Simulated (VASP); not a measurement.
# Li2RuN2 (P-3m1) in VASP: further runs

Li2RuN2 is run at these levels: PBEsol; tasks: single point.

Everything below comes from runs of VASP 6.6.1. Logs are shortened: lines on timing, memory, paths and dates and some standing lists are left out, and cuts for length are marked.

### 1 The cell of the first run

The structure is trigonal, space group P-3m1 (No. 164). Conventional cell: a = 3.020 Å, b = 3.020 Å, c = 4.919 Å, α = 90.00°, β = 90.00°, γ = 120.00°. Within 2.5 Å of Li (site symmetry 3m) lie 4 N at 1.88 to 2.00 Å and 3 Li at 2.17 Å. Ru (site symmetry -3m) has 6 N at 2.06 Å and 6 Li at 2.52 Å within 2.7 Å. N (site symmetry 3m) has 4 Li at 1.88 to 2.00 Å and 3 Ru at 2.06 Å within 2.5 Å.

### 2 Single point, PBEsol

Input file INCAR:

```
PREC = Accurate
ENCUT = 520
EDIFF = 1E-6
ISMEAR = -1
SIGMA = 0.05
LREAL = F
LASPH = T
NELM = 60
ALGO = Normal
ISIF = 2
LWAVE = F
LCHARG = F
GGA = PS
NBANDS = 23
```

Input file KPOINTS:

```
Automatic mesh
0
Gamma
  8 8 4
```

Input file POSCAR:

```
Li2RuN2
1.0
    3.0200091238      0.0000000000      0.0000000000
   -1.5100045619      2.6154046209      0.0000000000
    0.0000000000      0.0000000000      4.9191062707
Li Ru N
2 1 2
Direct
    0.6666666667      0.3333333333      0.3688243683
    0.3333333333      0.6666666667      0.6311756317
    0.0000000000      0.0000000000      0.0000000000
    0.6666666667      0.3333333333      0.7759612139
    0.3333333333      0.6666666667      0.2240387861
```

Potentials or basis: VASP PAW PBE potentials, release 64 (Li_sv, Ru_pv, N).

On the command line:

```sh
$ cat potpaw_PBE.64/Li_sv/POTCAR potpaw_PBE.64/Ru_pv/POTCAR potpaw_PBE.64/N/POTCAR > POTCAR
$ mpirun -np 1 vasp_std > vasp.out
```

OUTCAR:

```text
PREC = Accurate
   ENCUT = 520
   EDIFF = 1E-6
   ISMEAR = -1
   LREAL = F
   LASPH = T
   NELM = 60
   ISIF = 2
   GGA = PS

 ion  position               nearest neighbor table
   1  0.667  0.333  0.369-   5 1.88   5 1.88   5 1.88   4 2.00   2 2.17   2 2.17   2 2.17   3 2.52
                             3 2.52   3 2.52
   2  0.333  0.667  0.631-   4 1.88   4 1.88   4 1.88   5 2.00   1 2.17   1 2.17   1 2.17   3 2.52
                             3 2.52   3 2.52
   3  0.000  0.000  0.000-   4 2.06   5 2.06   4 2.06   5 2.06   4 2.06   5 2.06   1 2.52   2 2.52
                             2 2.52   1 2.52   1 2.52   2 2.52
   4  0.667  0.333  0.776-   2 1.88   2 1.88   2 1.88   1 2.00   3 2.06   3 2.06   3 2.06
   5  0.333  0.667  0.224-   1 1.88   1 1.88   1 1.88   2 2.00   3 2.06   3 2.06   3 2.06

  LATTYP: Found a hexagonal cell.
 ALAT       =     3.0200091238
 C/A-ratio  =     1.6288382151

  Lattice vectors:

 A1 = (   3.0200091238,   0.0000000000,   0.0000000000)
 A2 = (  -1.5100045619,   2.6154046209,   0.0000000000)
 A3 = (   0.0000000000,   0.0000000000,   4.9191062707)

Analysis of symmetry for initial positions (statically):
=====================================================================
 Subroutine PRICEL returns:
 Original cell was already a primitive cell.

 Routine SETGRP: Setting up the symmetry group for a
 hexagonal supercell.

 Subroutine GETGRP returns: Found 12 space group operations
 (whereof 12 operations were pure point group operations)
 out of a pool of 24 trial point group operations.

The static configuration has the point symmetry D_3d.

Analysis of symmetry for dynamics (positions and initial velocities):
=====================================================================
 Subroutine PRICEL returns:
 Original cell was already a primitive cell.

 Routine SETGRP: Setting up the symmetry group for a
 hexagonal supercell.

 Subroutine GETGRP returns: Found 12 space group operations
 (whereof 12 operations were pure point group operations)
 out of a pool of 24 trial point group operations.

The dynamic configuration has the point symmetry D_3d.

 Subroutine INISYM returns: Found 12 space group operations
 (whereof 12 operations are pure point group operations),
 and found     1 'primitive' translations

----------------------------------------------------------------------------------------

                                     Primitive cell

  volume of cell :      38.8538

  direct lattice vectors                    reciprocal lattice vectors
     3.020009124  0.000000000  0.000000000     0.331124827  0.191175008  0.000000000
    -1.510004562  2.615404621  0.000000000     0.000000000  0.382350017  0.000000000
     0.000000000  0.000000000  4.919106271     0.000000000  0.000000000  0.203288960

  length of vectors
     3.020009124  3.020009124  4.919106271     0.382350017  0.382350017  0.203288960

  position of ions in fractional coordinates (direct lattice)
     0.666666667  0.333333333  0.368824368
     0.333333333  0.666666667  0.631175632
     0.000000000  0.000000000  0.000000000
     0.666666667  0.333333333  0.775961214
     0.333333333  0.666666667  0.224038786

  ion indices of the primitive-cell ions
   primitive index   ion index
                 1           1
                 2           2
                 3           3
                 4           4
                 5           5

----------------------------------------------------------------------------------------

 KPOINTS: Automatic mesh

Automatic generation of k-mesh.
 Grid dimensions read from file:
 generate k-points for:    8    8    4

 Generating k-lattice:

  Cartesian coordinates                     Fractional coordinates (reciprocal lattice)
     0.041390603  0.023896876  0.000000000     0.125000000  0.000000000  0.000000000
     0.000000000  0.047793752  0.000000000     0.000000000  0.125000000  0.000000000
     0.000000000  0.000000000  0.050822240     0.000000000  0.000000000  0.250000000

  Length of vectors
     0.047793752  0.047793752  0.050822240

  Shift w.r.t. Gamma in fractional coordinates (k-lattice)
     0.000000000  0.000000000  0.000000000

 Subroutine IBZKPT returns following result:
 ===========================================

 Found     35 irreducible k-points:

 Following reciprocal coordinates:
            Coordinates               Weight
  0.000000  0.000000  0.000000      1.000000
  0.125000  0.000000  0.000000      6.000000
  0.250000  0.000000  0.000000      6.000000
  0.375000 -0.000000  0.000000      6.000000
  0.500000  0.000000  0.000000      3.000000
  0.125000  0.125000  0.000000      6.000000
[... 16 lines left out ...]
 -0.125000  0.500000  0.250000     12.000000
  0.250000  0.250000  0.250000     12.000000
 [... further k-points ...]
   k-points           NKPTS =     35   k-points in BZ     NKDIM =     35   number of bands    NBANDS=     23
   number of dos      NEDOS =    301   number of ions     NIONS =      5
   total plane-waves  NPLWV =  23040
   dimension x,y,z NGX =    24 NGY =   24 NGZ =   40
   dimension x,y,z NGXF=    48 NGYF=   48 NGZF=   80
   ions per type =               2   1   2
   NGX,Y,Z   is equivalent  to a cutoff of  13.21, 13.21, 13.52 a.u.
   NGXF,Y,Z  is equivalent  to a cutoff of  26.42, 26.42, 27.04 a.u.
 SYSTEM =  unknown system
   PREC   = accura    normal or accurate (medium, high low for compatibility)
   ISTART =      0    job   : 0-new  1-cont  2-samecut
   ICHARG =      2    charge: 1-file 2-atom 10-const
   ISPIN  =      1    spin polarized calculation?
   LNONCOLLINEAR =      F non collinear calculations
   LSORBIT =      F    spin-orbit coupling
   LASPH  =      T    aspherical Exc in radial PAW
   ENCUT  =  520.0 eV  38.22 Ry    6.18 a.u.   5.62  5.62  9.15*2*pi/ulx,y,z
   NELM   =     60;   NELMIN=  2; NELMDL= -5     # of ELM steps
   EDIFF  = 0.1E-05   stopping-criterion for ELM
   LREAL  =      F    real-space projection
   EDIFFG = 0.1E-04   stopping-criterion for IOM
   NSW    =      0    number of steps for IOM
   IBRION =     -1    ionic relax: 0-MD 1-quasi-New 2-CG
   NFREE  =      0    steps in history (QN), initial steepest desc. (CG)
   ISIF   =      2    stress and relaxation
   ISYM   =      2    0-nonsym 1-usesym 2-fastsym
   POTIM  = 0.5000    time-step for ionic-motion
   TEBEG  =    0.0;   TEEND  =   0.0 temperature during run
   PSTRESS=    0.0 pullay stress
   NELECT =      30.0000    total number of electrons
   NUPDOWN=      -1.0000    fix difference up-down
   EMIN   =  10.00;   EMAX   =-10.00  energy-range for DOS
   EFERMI =   0.00;   METHOD = LEGACY
   ISMEAR =    -1;   SIGMA  =   0.05  broadening in eV -4-tet -1-fermi 0-gaus
   EFERMI_NEDOS =   21; number of points for ismear=-14 and -15
   IALGO  =     38    algorithm
   IMIX   =      4    mixing-type and parameters
     AMIX     =   0.40;   BMIX     =  1.00
     AMIX_MAG =   1.60;   BMIX_MAG =  1.00
  volume/ion in A,a.u.               =       7.77        52.44
  Fermi-wavevector in a.u.,A,eV,Ry     =   1.501888  2.838156 30.690209  2.255667
  Thomas-Fermi vector in A             =   2.613200
   LORBIT       =      0    0 simple, 1 ext, 2 COOP (PROOUT), +10 PAW based schemes
   GGA     = PS    functional components
   LHFCALC =     F    Hartree Fock is set to
   AEXX    =    0.0000 exact exchange contribution
   IVDW    =     0    specifies the selected vdW correction
   LEPSILON=     F    determine dielectric tensor
   LRPA    =     F    only Hartree local field effects (RPA)
 non-spin polarized calculation
  energy-cutoff  :      520.00
  volume of cell :       38.85
 maximum number of plane-waves:      1087
 NGX is ok and might be reduce to    24
   NGX = 11   NGY = 11   NGZ = 19

 number of electron      29.9999999 magnetization

 Free energy of the ion-electron system (eV)
  ---------------------------------------------------
  ext. energy  EPLUGINS =         0.00000000
  ---------------------------------------------------
  free energy    TOTEN  =       -31.88879797 eV

  energy without entropy =      -31.86312081  energy(sigma->0) =      -31.87595939

 E-fermi :   8.7861     XC(G=0): -12.5461

 val. band max:        8.7682570531   @ k =   0.3750   0.2500   0.2500
 cond. band min:       8.8360327979   @ k =   0.2500   0.2500   0.5000
 fundamental gap:      0.0677757448
 Fermi energy:         8.7860635055

 k-point     1 :       0.0000    0.0000    0.0000
  band No.  band energies     occupation
      1     -35.8176      2.00000
      2     -35.5635      2.00000
      3     -34.7894      2.00000
      4     -34.5922      2.00000
      5     -34.5922      2.00000
      6      -7.5238      2.00000
[... 15 lines left out ...]
     22      18.6223      0.00000
     23      20.3753      0.00000

 k-point     2 :       0.1250    0.0000    0.0000
  band No.  band energies     occupation
      1     -35.8054      2.00000
      2     -35.5625      2.00000
      3     -34.7896      2.00000
      4     -34.6352      2.00000
      5     -34.6026      2.00000
      6      -7.3011      2.00000
[... 15 lines left out ...]
     22      18.6198      0.00000
     23      20.7824      0.00000

 k-point     3 :       0.2500    0.0000    0.0000
  band No.  band energies     occupation
      1     -35.7734      2.00000
      2     -35.5647      2.00000
      3     -34.7910      2.00000
      4     -34.7359      2.00000
      5     -34.6278      2.00000
      6      -6.7581      2.00000
[... 15 lines left out ...]
     22      19.5391      0.00000
     23      20.7881      0.00000
[... 495 lines left out ...]
 k-point    23 :      -0.1250    0.5000    0.2500
  band No.  band energies     occupation
      1     -35.7058      2.00000
      2     -35.5944      2.00000
      3     -34.8571      2.00000
      4     -34.7854      2.00000
      5     -34.6863      2.00000
      6      -6.3100      2.00000
[... 15 lines left out ...]
     22      19.6721      0.00000
     23      20.8552      0.00000

 k-point    24 :       0.2500    0.2500    0.2500
  band No.  band energies     occupation
      1     -35.7007      2.00000
      2     -35.5995      2.00000
      3     -34.8240      2.00000
      4     -34.7884      2.00000
      5     -34.7172      2.00000
      6      -6.0169      2.00000
[... 15 lines left out ...]
     22      19.6959      0.00000
     23      21.3097      0.00000

 [... further k-points ...]
[... 5 lines left out ...]
  --------------------------------------------------------------------------------------
  -------------------------------------------------------------------------------------
  Total        5.0389542      5.0389542      5.0034216      0.0000000      0.0000000      0.0000000
  in kB      207.7866540    207.7866540    206.3214289      0.0000000      0.0000000      0.0000000
  external PRESSURE =     207.2982456 kB  Pullay stress =       0.0000000 kB

 VOLUME and BASIS-vectors are now :
 -----------------------------------------------------------------------------
  energy-cutoff  :      520.00
  volume of cell :       38.85
      direct lattice vectors                 reciprocal lattice vectors
     3.020009124  0.000000000  0.000000000     0.331124827  0.191175008  0.000000000
    -1.510004562  2.615404621  0.000000000     0.000000000  0.382350017  0.000000000
     0.000000000  0.000000000  4.919106271     0.000000000  0.000000000  0.203288960

 POSITION                                       TOTAL-FORCE (eV/Angst)
 -----------------------------------------------------------------------------------
      1.51000      0.87180      1.81429        -0.000000     -0.000000      0.024387
     -0.00000      1.74360      3.10482         0.000000      0.000000     -0.024387
      0.00000      0.00000      0.00000        -0.000000      0.000000      0.000000
      1.51000      0.87180      3.81704        -0.000000      0.000000      0.044830
     -0.00000      1.74360      1.10207         0.000000      0.000000     -0.044830
 -----------------------------------------------------------------------------------
    total drift:                                0.000000      0.000000      0.000000

  FREE ENERGIE OF THE ION-ELECTRON SYSTEM (eV)
  ---------------------------------------------------
  free  energy   TOTEN  =       -31.8887979684 eV

  energy  without entropy=      -31.8631208125  energy(sigma->0) =      -31.87595939
```

It took 28 s on 1 thread of Intel Xeon Platinum 8259CL at 2.50GHz (Skylake/Cascade Lake), shared host; peak memory 0.17 GiB.

What came out:

```
Free energy            : -31.8888 eV
Largest force          : 0.045 eV/Å
Band gap on the k mesh : zero (band 15 reaches 8.86 eV, above the bottom of band 16 at 8.22 eV)
```

Forces in eV/Å, atoms in the order of the input:
```
Li   0.000  0.000  0.024
Li   0.000  0.000 -0.024
Ru   0.000  0.000  0.000
N    0.000  0.000  0.045
N    0.000  0.000 -0.045
```

Levels at points of the mesh, in eV from the Fermi level:
| k point | band 12 | band 13 | band 14 | band 15 | band 16 | band 17 | band 18 | band 19 |
| --- | --- | --- | --- | --- | --- | --- | --- | --- |
| (0.00, 0.00, 0.00) | -2.15 | -1.58 | -1.53 | -1.53 | -0.57 | 3.29 | 3.29 | 5.67 |
| (0.50, 0.00, 0.00) | -3.29 | -3.09 | -1.73 | -0.61 | 0.20 | 3.75 | 3.87 | 6.91 |
| (0.00, 0.00, 0.50) | -2.18 | -2.18 | -1.79 | -1.79 | 0.40 | 3.80 | 3.80 | 6.35 |
| (0.50, 0.00, 0.50) | -2.78 | -2.46 | -2.13 | -0.61 | 0.14 | 3.14 | 4.11 | 4.14 |

Caveat: the cutoff is under 1.25 times the usual one of these potentials, so pressure, stress and relaxed cells hold a basis-set (Pulay) error; the PAW data sets were made with another functional, which shifts forces and pressure a little.

### 3 Single point, PBEsol

This run uses another cell than the first one, of 8.14 Å³/atom, 1.047 times its volume.

Input file INCAR:

```
PREC = Accurate ; ENCUT = 520
EDIFF = 1E-6 ; ISMEAR = -1
SIGMA = 0.05 ; LREAL = False
LASPH = True ; NELM = 60
ALGO = Normal ; ISIF = 2
LWAVE = False ; LCHARG = True
GGA = PS ; LELF = True
LVHAR = True ; NBANDS = 23
```

Input file KPOINTS:

```
regular mesh
0
Gamma
  8 8 4
```

Input file POSCAR:

```
Li2RuN2
1.0
    3.0615306448      0.0000000000      0.0000000000
   -1.5307653224      2.6513633129      0.0000000000
    0.0000000000      0.0000000000      5.0122298563
Li Ru N
2 1 2
Direct
    0.6666666667      0.3333333333      0.3657659891
    0.3333333333      0.6666666667      0.6342340109
    0.0000000000      0.0000000000      0.0000000000
    0.6666666667      0.3333333333      0.7808439566
    0.3333333333      0.6666666667      0.2191560434
```

Potentials or basis: VASP PAW PBE potentials, release 64 (Li_sv, Ru_pv, N).

On the command line:

```sh
$ cat potpaw_PBE.64/Li_sv/POTCAR potpaw_PBE.64/Ru_pv/POTCAR potpaw_PBE.64/N/POTCAR > POTCAR
$ mpirun -np 1 vasp_std > vasp.out
```

Run time: 40 s. Hardware: 1 thread of Intel Xeon Platinum 8259CL at 2.50GHz (Skylake/Cascade Lake), shared host; peak memory 0.17 GiB.

The run converged. Its results:

```yaml
Free_energy: -32.0695 eV
Largest_force: 0.037 eV/Å
Band_gap_on_the_k_mesh: zero (band 15 reaches 8.28 eV, above the bottom of band 16 at 7.75 eV)
```

Forces on the atoms (eV/Å):
```
Li   0.000  0.000  0.030
Li   0.000  0.000 -0.030
Ru   0.000  0.000  0.000
N    0.000  0.000  0.037
N    0.000  0.000 -0.037
```

Levels at points of the mesh, in eV from the Fermi level:
| k point | band 13 | band 14 | band 15 | band 16 | band 17 | band 18 |
| --- | --- | --- | --- | --- | --- | --- |
| (0.00, 0.00, 0.00) | -1.50 | -1.45 | -1.45 | -0.48 | 3.32 | 3.32 |
| (0.50, 0.00, 0.00) | -2.94 | -1.61 | -0.62 | 0.14 | 3.56 | 3.77 |
| (0.00, 0.00, 0.50) | -2.08 | -1.68 | -1.68 | 0.42 | 3.75 | 3.75 |
| (0.50, 0.00, 0.50) | -2.34 | -1.97 | -0.62 | 0.08 | 3.14 | 3.88 |

Caveat: the cutoff is under 1.25 times the usual one of these potentials, so pressure, stress and relaxed cells hold a basis-set (Pulay) error; the PAW data sets were made with another functional, which shifts forces and pressure a little.

### 4 Single point, PBEsol

This run uses another cell than the first one, of 8.37 Å³/atom, 1.077 times its volume.

Input file INCAR:

```
SYSTEM = Li2RuN2
ALGO     = Normal         ! electronic algorithm
EDIFF    = 1E-7           ! SCF threshold, eV
ENCUT    = 520            ! plane-wave cutoff, eV
GGA      = PS             ! functional
ISIF     = 2              ! what is computed and relaxed
ISMEAR   = -1             ! smearing method
LASPH    = .True.         ! aspherical terms in the spheres
LCHARG   = .False.        ! write CHGCAR
LREAL    = .False.        ! projectors in reciprocal space
LWAVE    = .False.        ! write WAVECAR
NBANDS   = 23             ! bands
NELM     = 100            ! most SCF steps
PREC     = Accurate       ! precision mode
SIGMA    = 0.05           ! smearing width, eV
```

Input file KPOINTS:

```
k-points
0
Gamma
  8 8 4
  0 0 0
```

Input file POSCAR:

```
Li2RuN2
1.0
    3.0844596024      0.0000000000      0.0000000000
   -1.5422298012      2.6712203726      0.0000000000
    0.0000000000      0.0000000000      5.0780787372
Li Ru N
2 1 2
Direct
    0.6666666667      0.3333333333      0.3632849799
    0.3333333333      0.6666666667      0.6367150201
    0.0000000000      0.0000000000      0.0000000000
    0.6666666667      0.3333333333      0.7841085031
    0.3333333333      0.6666666667      0.2158914969
```

On the command line:

```sh
$ cat potpaw_PBE.64/Li_sv/POTCAR potpaw_PBE.64/Ru_pv/POTCAR potpaw_PBE.64/N/POTCAR > POTCAR
$ mpirun -np 1 vasp_std > vasp.out
```

Wall time 46 s (1 thread of Intel Xeon Platinum 8259CL at 2.50GHz (Skylake/Cascade Lake), shared host); peak memory 0.18 GiB.

The run converged. Its results:

```yaml
Free_energy: -32.1289 eV
Largest_force: 0.032 eV/Å
Band_gap_on_the_k_mesh: zero (band 15 reaches 7.94 eV, above the bottom of band 16 at 7.47 eV)
```

Forces in eV/Å, atoms in the order of the input:
```
Li   0.000  0.000  0.032
Li   0.000  0.000 -0.032
Ru   0.000  0.000  0.000
N    0.000  0.000  0.031
N    0.000  0.000 -0.031
```

Levels at points of the mesh, in eV from the Fermi level:
| k point | band 11 | band 12 | band 13 | band 14 | band 15 | band 16 | band 17 | band 18 | band 19 | band 20 |
| --- | --- | --- | --- | --- | --- | --- | --- | --- | --- | --- |
| (0.00, 0.00, 0.00) | -1.99 | -1.99 | -1.46 | -1.41 | -1.41 | -0.43 | 3.33 | 3.33 | 4.85 | 7.57 |
| (0.50, 0.00, 0.00) | -4.79 | -3.07 | -2.86 | -1.54 | -0.62 | 0.12 | 3.45 | 3.72 | 6.41 | 8.24 |
| (0.00, 0.00, 0.50) | -3.40 | -2.02 | -2.02 | -1.61 | -1.61 | 0.43 | 3.73 | 3.73 | 5.73 | 6.98 |
| (0.50, 0.00, 0.50) | -5.01 | -2.68 | -2.27 | -1.88 | -0.62 | 0.05 | 3.15 | 3.75 | 3.94 | 9.42 |

Caveat: the cutoff is under 1.25 times the usual one of these potentials, so pressure, stress and relaxed cells hold a basis-set (Pulay) error; the PAW data sets were made with another functional, which shifts forces and pressure a little.

### 5 The runs side by side

| cell | gap on the mesh (eV) | largest force (eV/Å) |
| --- | --- | --- |
| a = 3.020, b = 3.020, c = 4.919 Å, angles 90.0, 90.0, 120.0°, 5 atoms | none | 0.04 |
| a = 3.062, b = 3.062, c = 5.012 Å, angles 90.0, 90.0, 120.0°, 5 atoms | none | 0.04 |
| a = 3.084, b = 3.084, c = 5.078 Å, angles 90.0, 90.0, 120.0°, 5 atoms | none | 0.03 |

Alike in all rows: task single point; level PBEsol; potentials or basis VASP PAW PBE potentials, release 64 (Li_sv, Ru_pv, N); no spin polarisation; k mesh 8 × 8 × 4; cutoff (eV) 520; smearing fermi-dirac 0.05 eV.

Caveats: the cutoff is under 1.25 times the usual one of these potentials, so pressure, stress and relaxed cells hold a basis-set (Pulay) error; the PAW data sets were made with another functional, which shifts forces and pressure a little.

Absolute energies hang on the potentials; compare differences alone.
